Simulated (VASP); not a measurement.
# CoTeH (P6_3/mmc) in VASP: a series of runs

CoTeH is run at these levels: PBE; tasks: single point, relaxation of cell and atoms.

Program: VASP 6.6.1. These are calculated values, not measurements. Logs are shortened: lines on timing, memory, paths and dates and some standing lists are left out, and cuts for length are marked.

## (1) The cell of the first run

Symmetry: P6_3/mmc, No. 194, hexagonal system. The conventional cell has a = 3.162 Å, b = 3.162 Å, c = 8.991 Å, α = 90.00°, β = 90.00°, γ = 120.00°. Co (site symmetry -6m2) has 3 H at 1.83 Å within 2.4 Å. Within 3.0 Å of Te (site symmetry -3m) lie 2 H at 2.25 Å and 6 Co at 2.90 Å. H (site symmetry -6m2) has 3 Co at 1.83 Å and 2 Te at 2.25 Å within 2.4 Å.

The cell was generated, and may not be a known phase.

## (2) Single point, PBE

Input file INCAR:

```
SYSTEM = CoTeH
PREC = Accurate
ENCUT = 520
EDIFF = 1E-7
ISMEAR = 0
SIGMA = 0.1
LREAL = .FALSE.
LASPH = .TRUE.
NELM = 100
ALGO = Normal
ISIF = 2
LWAVE = .FALSE.
LCHARG = .FALSE.
GGA = PE
NBANDS = 25
```

Input file KPOINTS:

```
regular mesh
0
G
  12 12 4
  0 0 0
```

Input file POSCAR:

```
CoTeH
1.0
    3.1624581386      0.0000000000      0.0000000000
   -1.5812290693      2.7387690865      0.0000000000
    0.0000000000      0.0000000000      8.9907904352
Co Te H
2 2 2
Direct
    0.3333333333      0.6666666667      0.2500000000
    0.6666666667      0.3333333333      0.7500000000
    0.0000000000      0.0000000000      0.0000000000
    0.0000000000      0.0000000000      0.5000000000
    0.0000000000      0.0000000000      0.2500000000
    0.0000000000      0.0000000000      0.7500000000
```

Potentials or basis: VASP PAW PBE potentials, release 64 (Co, Te, H).

On the command line:

```sh
$ cat potpaw_PBE.64/Co/POTCAR potpaw_PBE.64/Te/POTCAR potpaw_PBE.64/H/POTCAR > POTCAR
$ mpirun -np 1 vasp_std > vasp.out
```

OUTCAR:

```text
SYSTEM = CoTeH
   PREC = Accurate
   ENCUT = 520
   EDIFF = 1E-7
   ISMEAR = 0
   LREAL = .FALSE.
   LASPH = .TRUE.
   NELM = 100
   ISIF = 2
   GGA = PE

 ion  position               nearest neighbor table
   1  0.333  0.667  0.250-   5 1.83   5 1.83   5 1.83   3 2.90   4 2.90   4 2.90   3 2.90   4 2.90
                             3 2.90
   2  0.667  0.333  0.750-   6 1.83   6 1.83   6 1.83   3 2.90   4 2.90   4 2.90   3 2.90   4 2.90
                             3 2.90
   3  0.000  0.000  0.000-   5 2.25   6 2.25   1 2.90   2 2.90   2 2.90   1 2.90   2 2.90   1 2.90

   4  0.000  0.000  0.500-   5 2.25   6 2.25   1 2.90   2 2.90   2 2.90   1 2.90   2 2.90   1 2.90

   5  0.000  0.000  0.250-   1 1.83   1 1.83   1 1.83   4 2.25   3 2.25
   6  0.000  0.000  0.750-   2 1.83   2 1.83   2 1.83   4 2.25   3 2.25

  LATTYP: Found a hexagonal cell.
 ALAT       =     3.1624581386
 C/A-ratio  =     2.8429753189

  Lattice vectors:

 A1 = (   3.1624581386,   0.0000000000,   0.0000000000)
 A2 = (  -1.5812290693,   2.7387690865,   0.0000000000)
 A3 = (   0.0000000000,   0.0000000000,   8.9907904352)

Analysis of symmetry for initial positions (statically):
=====================================================================
 Subroutine PRICEL returns:
 Original cell was already a primitive cell.

 Routine SETGRP: Setting up the symmetry group for a
 hexagonal supercell.

 Subroutine GETGRP returns: Found 24 space group operations
 (whereof 12 operations were pure point group operations)
 out of a pool of 24 trial point group operations.

The static configuration has the point symmetry D_3d.
 The point group associated with its full space group is D_6h.

Analysis of symmetry for dynamics (positions and initial velocities):
=====================================================================
 Subroutine PRICEL returns:
 Original cell was already a primitive cell.

 Routine SETGRP: Setting up the symmetry group for a
 hexagonal supercell.

 Subroutine GETGRP returns: Found 24 space group operations
 (whereof 12 operations were pure point group operations)
 out of a pool of 24 trial point group operations.

The dynamic configuration has the point symmetry D_3d.
 The point group associated with its full space group is D_6h.

 Subroutine INISYM returns: Found 24 space group operations
 (whereof 12 operations are pure point group operations),
 and found     1 'primitive' translations

----------------------------------------------------------------------------------------

                                     Primitive cell

  volume of cell :      77.8714

  direct lattice vectors                    reciprocal lattice vectors
     3.162458139  0.000000000  0.000000000     0.316209719  0.182563766  0.000000000
    -1.581229069  2.738769087  0.000000000     0.000000000  0.365127533  0.000000000
     0.000000000  0.000000000  8.990790435     0.000000000  0.000000000  0.111224926

  length of vectors
     3.162458139  3.162458139  8.990790435     0.365127533  0.365127533  0.111224926

  position of ions in fractional coordinates (direct lattice)
     0.333333333  0.666666667  0.250000000
     0.666666667  0.333333333  0.750000000
     0.000000000  0.000000000  0.000000000
     0.000000000  0.000000000  0.500000000
     0.000000000  0.000000000  0.250000000
     0.000000000  0.000000000  0.750000000

  ion indices of the primitive-cell ions
   primitive index   ion index
                 1           1
                 2           2
                 3           3
                 4           4
                 5           5
                 6           6

----------------------------------------------------------------------------------------

 KPOINTS: regular mesh

Automatic generation of k-mesh.
 Grid dimensions read from file:
 generate k-points for:   12   12    4

 Generating k-lattice:

  Cartesian coordinates                     Fractional coordinates (reciprocal lattice)
     0.026350810  0.015213647  0.000000000     0.083333333  0.000000000  0.000000000
     0.000000000  0.030427294  0.000000000     0.000000000  0.083333333  0.000000000
     0.000000000  0.000000000  0.027806231     0.000000000  0.000000000  0.250000000

  Length of vectors
     0.030427294  0.030427294  0.027806231

  Shift w.r.t. Gamma in fractional coordinates (k-lattice)
     0.000000000  0.000000000  0.000000000

 Subroutine IBZKPT returns following result:
 ===========================================

 Found     57 irreducible k-points:

 Following reciprocal coordinates:
            Coordinates               Weight
  0.000000  0.000000  0.000000      1.000000
  0.083333 -0.000000  0.000000      6.000000
  0.166667  0.000000  0.000000      6.000000
  0.250000  0.000000  0.000000      6.000000
  0.333333 -0.000000  0.000000      6.000000
  0.416667 -0.000000  0.000000      6.000000
[... 16 lines left out ...]
  0.250000  0.000000  0.250000     12.000000
  0.333333 -0.000000  0.250000     12.000000
 [... further k-points ...]
   k-points           NKPTS =     57   k-points in BZ     NKDIM =     57   number of bands    NBANDS=     25
   number of dos      NEDOS =    301   number of ions     NIONS =      6
   total plane-waves  NPLWV =  40320
   dimension x,y,z NGX =    24 NGY =   24 NGZ =   70
   dimension x,y,z NGXF=    48 NGYF=   48 NGZF=  140
   ions per type =               2   2   2
   NGX,Y,Z   is equivalent  to a cutoff of  12.62, 12.62, 12.94 a.u.
   NGXF,Y,Z  is equivalent  to a cutoff of  25.23, 25.23, 25.89 a.u.
 SYSTEM =  CoTeH
   PREC   = accura    normal or accurate (medium, high low for compatibility)
   ISTART =      0    job   : 0-new  1-cont  2-samecut
   ICHARG =      2    charge: 1-file 2-atom 10-const
   ISPIN  =      1    spin polarized calculation?
   LNONCOLLINEAR =      F non collinear calculations
   LSORBIT =      F    spin-orbit coupling
   LASPH  =      T    aspherical Exc in radial PAW
   ENCUT  =  520.0 eV  38.22 Ry    6.18 a.u.   5.88  5.88 16.72*2*pi/ulx,y,z
   NELM   =    100;   NELMIN=  2; NELMDL= -5     # of ELM steps
   EDIFF  = 0.1E-06   stopping-criterion for ELM
   LREAL  =      F    real-space projection
   EDIFFG = 0.1E-05   stopping-criterion for IOM
   NSW    =      0    number of steps for IOM
   IBRION =     -1    ionic relax: 0-MD 1-quasi-New 2-CG
   NFREE  =      0    steps in history (QN), initial steepest desc. (CG)
   ISIF   =      2    stress and relaxation
   ISYM   =      2    0-nonsym 1-usesym 2-fastsym
   POTIM  = 0.5000    time-step for ionic-motion
   TEBEG  =    0.0;   TEEND  =   0.0 temperature during run
   PSTRESS=    0.0 pullay stress
   NELECT =      32.0000    total number of electrons
   NUPDOWN=      -1.0000    fix difference up-down
   EMIN   =  10.00;   EMAX   =-10.00  energy-range for DOS
   EFERMI =   0.00;   METHOD = LEGACY
   ISMEAR =     0;   SIGMA  =   0.10  broadening in eV -4-tet -1-fermi 0-gaus
   EFERMI_NEDOS =   21; number of points for ismear=-14 and -15
   IALGO  =     38    algorithm
   IMIX   =      4    mixing-type and parameters
     AMIX     =   0.40;   BMIX     =  1.00
     AMIX_MAG =   1.60;   BMIX_MAG =  1.00
  volume/ion in A,a.u.               =      12.98        87.58
  Fermi-wavevector in a.u.,A,eV,Ry     =   1.217116  2.300017 20.155296  1.481372
  Thomas-Fermi vector in A             =   2.352448
   LORBIT       =      0    0 simple, 1 ext, 2 COOP (PROOUT), +10 PAW based schemes
   GGA     = PE    functional components
   LHFCALC =     F    Hartree Fock is set to
   AEXX    =    0.0000 exact exchange contribution
   IVDW    =     0    specifies the selected vdW correction
   LEPSILON=     F    determine dielectric tensor
   LRPA    =     F    only Hartree local field effects (RPA)
 non-spin polarized calculation
 Gauss-broadening in eV      SIGMA  =   0.10
  energy-cutoff  :      520.00
  volume of cell :       77.87
 maximum number of plane-waves:      2116
 NGX is ok and might be reduce to    24
   NGX = 11   NGY = 11   NGZ = 33

 number of electron      32.0000021 magnetization

 Free energy of the ion-electron system (eV)
  ---------------------------------------------------
  ext. energy  EPLUGINS =         0.00000000
  ---------------------------------------------------
  free energy    TOTEN  =       -23.75630599 eV

  energy without entropy =      -23.73546786  energy(sigma->0) =      -23.74588693

 E-fermi :   9.6171     XC(G=0): -11.4373

 val. band max:        9.6160865985   @ k =   0.4167   0.0833   0.2500
 cond. band min:       9.6212141586   @ k =   0.4167   0.1667   0.5000
 fundamental gap:      0.0051275600
 Fermi energy:         9.6170570217

 k-point     1 :       0.0000    0.0000    0.0000
  band No.  band energies     occupation
      1      -5.4931      2.00000
      2      -4.9415      2.00000
      3      -0.3142      2.00000
      4       3.0612      2.00000
      5       4.2095      2.00000
      6       7.1003      2.00000
[... 17 lines left out ...]
     24      18.8170      0.00000
     25      18.8170      0.00000

 k-point     2 :       0.0833   -0.0000    0.0000
  band No.  band energies     occupation
      1      -5.3620      2.00000
      2      -4.8119      2.00000
      3      -0.1972      2.00000
      4       3.1643      2.00000
      5       4.2991      2.00000
      6       7.1521      2.00000
[... 17 lines left out ...]
     24      18.0677      0.00000
     25      18.2737      0.00000

 k-point     3 :       0.1667    0.0000    0.0000
  band No.  band energies     occupation
      1      -4.9728      2.00000
      2      -4.4269      2.00000
      3       0.1409      2.00000
      4       3.4508      2.00000
      5       4.5530      2.00000
      6       7.2728      2.00000
[... 17 lines left out ...]
     24      17.0267      0.00000
     25      17.7678      0.00000

 k-point     4 :       0.2500    0.0000    0.0000
  band No.  band energies     occupation
      1      -4.3433      2.00000
      2      -3.8016      2.00000
      3       0.6567      2.00000
      4       3.8257      2.00000
      5       4.9181      2.00000
      6       6.5132      2.00000
[... 17 lines left out ...]
     24      16.6024      0.00000
     25      16.6598      0.00000

 k-point     5 :       0.3333   -0.0000    0.0000
  band No.  band energies     occupation
      1      -3.5226      2.00000
      2      -2.9810      2.00000
      3       1.2576      2.00000
      4       3.8562      2.00000
      5       4.8236      2.00000
      6       5.1413      2.00000
[... 17 lines left out ...]
     24      15.4547      0.00000
     25      15.5265      0.00000

 k-point     6 :       0.4167   -0.0000    0.0000
  band No.  band energies     occupation
      1      -2.6621      2.00000
      2      -2.1103      2.00000
      3       1.7676      2.00000
      4       2.7853      2.00000
      5       3.2931      2.00000
      6       4.9872      2.00000
[... 17 lines left out ...]
     24      15.0503      0.00000
     25      15.1483      0.00000
[... 393 lines left out ...]
 k-point    21 :       0.0833   -0.0000    0.2500
  band No.  band energies     occupation
      1      -5.2947      2.00000
      2      -4.9094      2.00000
      3       0.1192      2.00000
      4       2.1658      2.00000
      5       5.3105      2.00000
      6       6.9907      2.00000
[... 17 lines left out ...]
     24      18.0364      0.00000
     25      18.2833      0.00000

 k-point    22 :       0.1667    0.0000    0.2500
  band No.  band energies     occupation
      1      -4.9060      2.00000
      2      -4.5236      2.00000
      3       0.4541      2.00000
      4       2.4736      2.00000
      5       5.5070      2.00000
      6       7.0755      2.00000
[... 17 lines left out ...]
     24      17.1968      0.00000
     25      17.7920      0.00000

 k-point    23 :       0.2500    0.0000    0.2500
  band No.  band energies     occupation
      1      -4.2772      2.00000
      2      -3.8979      2.00000
      3       0.9644      2.00000
      4       2.9251      2.00000
      5       5.5993      2.00000
      6       6.5329      2.00000
[... 17 lines left out ...]
     24      16.0690      0.00000
     25      18.0018      0.00000

 k-point    24 :       0.3333   -0.0000    0.2500
  band No.  band energies     occupation
      1      -3.4568      2.00000
      2      -3.0780      2.00000
      3       1.5576      2.00000
      4       3.3624      2.00000
      5       4.5555      2.00000
      6       4.8046      2.00000
[... 17 lines left out ...]
     24      15.4271      0.00000
     25      16.8492      0.00000

 [... further k-points ...]

------------------------ aborting loop because EDIFF is reached ----------------------------------------

  FORCE on cell =-STRESS in cart. coord.  units (eV):
  Direction    XX          YY          ZZ          XY          YZ          ZX
  --------------------------------------------------------------------------------------
  -------------------------------------------------------------------------------------
  Total       -0.0237977     -0.0237977     -0.0796574      0.0000000      0.0000000      0.0000000
  in kB       -0.4896284     -0.4896284     -1.6389226      0.0000000      0.0000000      0.0000000
  external PRESSURE =      -0.8727265 kB  Pullay stress =       0.0000000 kB

 VOLUME and BASIS-vectors are now :
 -----------------------------------------------------------------------------
  energy-cutoff  :      520.00
  volume of cell :       77.87
      direct lattice vectors                 reciprocal lattice vectors
     3.162458139  0.000000000  0.000000000     0.316209719  0.182563766  0.000000000
    -1.581229069  2.738769087  0.000000000     0.000000000  0.365127533  0.000000000
     0.000000000  0.000000000  8.990790435     0.000000000  0.000000000  0.111224926

 POSITION                                       TOTAL-FORCE (eV/Angst)
 -----------------------------------------------------------------------------------
     -0.00000      1.82585      2.24770         0.000000     -0.000000      0.000000
      1.58123      0.91292      6.74309        -0.000000      0.000000      0.000000
      0.00000      0.00000      0.00000         0.000000     -0.000000      0.000000
      0.00000      0.00000      4.49540         0.000000     -0.000000      0.000000
      0.00000      0.00000      2.24770        -0.000000      0.000000      0.000000
      0.00000      0.00000      6.74309         0.000000     -0.000000     -0.000000
 -----------------------------------------------------------------------------------
    total drift:                               -0.000000      0.000000      0.000000

  FREE ENERGIE OF THE ION-ELECTRON SYSTEM (eV)
  ---------------------------------------------------
  free  energy   TOTEN  =       -23.7563059914 eV

  energy  without entropy=      -23.7354678612  energy(sigma->0) =      -23.74588693
```

It took 64 s on 1 thread of Intel Xeon 6975P-C (Granite Rapids), shared host; peak memory 0.26 GiB.

Results:

| Quantity | Value |
| --- | --- |
| Free energy | -23.7563 eV |
| Pressure | -0.1 GPa |
| Band gap on the k mesh | zero (bands 16 and 17 overlap by 3.57 eV) |

Stress tensor (GPa, compression positive):
```
-0.05  0.00  0.00
 0.00 -0.05  0.00
 0.00  0.00 -0.16
```

Caveat: spin-orbit coupling is left out, which moves the levels of the heavy elements; the run has no spin polarisation, though such a crystal can be magnetic.

## (3) Single point, PBE, collinear spin, antiferromagnetic start

This run uses another cell than the first one, of 12.92 Å³/atom.

Input file INCAR:

```
PREC = Accurate
ENCUT = 520
EDIFF = 1E-6
ISMEAR = 0
SIGMA = 0.1
LREAL = False
LASPH = True
NELM = 150
ALGO = Normal
ISIF = 2
LWAVE = False
LCHARG = False
ISPIN = 2
MAGMOM = -3 3 0 0 0 0
LORBIT = 11
LMAXMIX = 4
GGA = PE
NBANDS = 29
```

Input file KPOINTS:

```
Automatic mesh
0
Gamma
  6 6 4
```

Input file POSCAR:

```
CoTeH
1.0
    3.1498487432     -0.0000000018      0.0000000000
   -1.5749243700      2.7278490306      0.0000000000
    0.0000000000      0.0000000000      9.0235080205
Co Te H
2 2 2
Direct
    0.3333333333      0.6666666667      0.2500000000
    0.6666666667      0.3333333333      0.7500000000
    0.0000000000      0.0000000000      0.0000002553
    0.0000000000      0.0000000000      0.4999997447
    0.0000000000      0.0000000000      0.2500000000
    0.0000000000      0.0000000000      0.7500000000
```

Potentials or basis: VASP PAW PBE potentials, release 64 (Co, Te, H).

On the command line:

```sh
$ cat potpaw_PBE.64/Co/POTCAR potpaw_PBE.64/Te/POTCAR potpaw_PBE.64/H/POTCAR > POTCAR
$ mpirun -np 1 vasp_std > vasp.out
```

Run time: 61 s. Hardware: 1 thread of Intel Xeon 6975P-C (Granite Rapids), shared host; peak memory 0.26 GiB.

The run converged. Its results:

* Free energy: -23.7716 eV
* Pressure: 0.3 GPa
* Band gap on the k mesh: zero (filled and empty bands overlap)
* Net moment: 0.00 μB per cell
* Site moments: Co -0.24, +0.24; Te +0.00; H +0.00, -0.00 μB
* Valence electrons inside the program's atomic spheres: Co 8.09; Te 3.30; H 0.53

Stress tensor (GPa, compression positive):
```
0.26 0.00 0.00
0.00 0.26 0.00
0.00 0.00 0.48
```

Levels at points of the mesh, in eV from the Fermi level:
Spin up:
```csv
k point,band 12,band 13,band 14,band 15,band 16,band 17,band 18,band 19,band 20,band 21
"(0.00, 0.00, 0.00)",-0.91,-0.72,-0.72,-0.09,3.51,3.51,3.62,3.62,3.71,5.83
"(0.50, 0.00, 0.00)",-0.94,-0.76,-0.50,-0.25,-0.15,0.08,1.11,1.11,1.53,2.99
"(0.00, 0.00, 0.50)",-0.89,-0.72,-0.72,0.85,1.01,3.56,3.56,3.56,3.56,7.35
"(0.50, 0.00, 0.50)",-1.35,-0.63,-0.47,-0.46,-0.21,0.82,0.87,1.39,1.46,2.26
```
Spin down:
```
           k point  band 13  band 14  band 15  band 16  band 17  band 18  band 19  band 20
(0.00, 0.00, 0.00)    -0.72    -0.72    -0.09     3.51     3.51     3.62     3.62     3.71
(0.50, 0.00, 0.00)    -0.76    -0.50    -0.25    -0.15     0.08     1.11     1.11     1.53
(0.00, 0.00, 0.50)    -0.72    -0.72     0.85     1.01     3.56     3.56     3.56     3.56
(0.50, 0.00, 0.50)    -0.63    -0.47    -0.46    -0.21     0.82     0.87     1.39     1.46
```

Caveat: the k points lie up to 0.38 Å⁻¹ apart, too coarse for converged energies and pressures of a metal; spin-orbit coupling is left out, which moves the levels of the heavy elements.

(Continued in part 2 of 2.)

The gap in the log of VASP goes by the Fermi energy; the results here count the filled bands.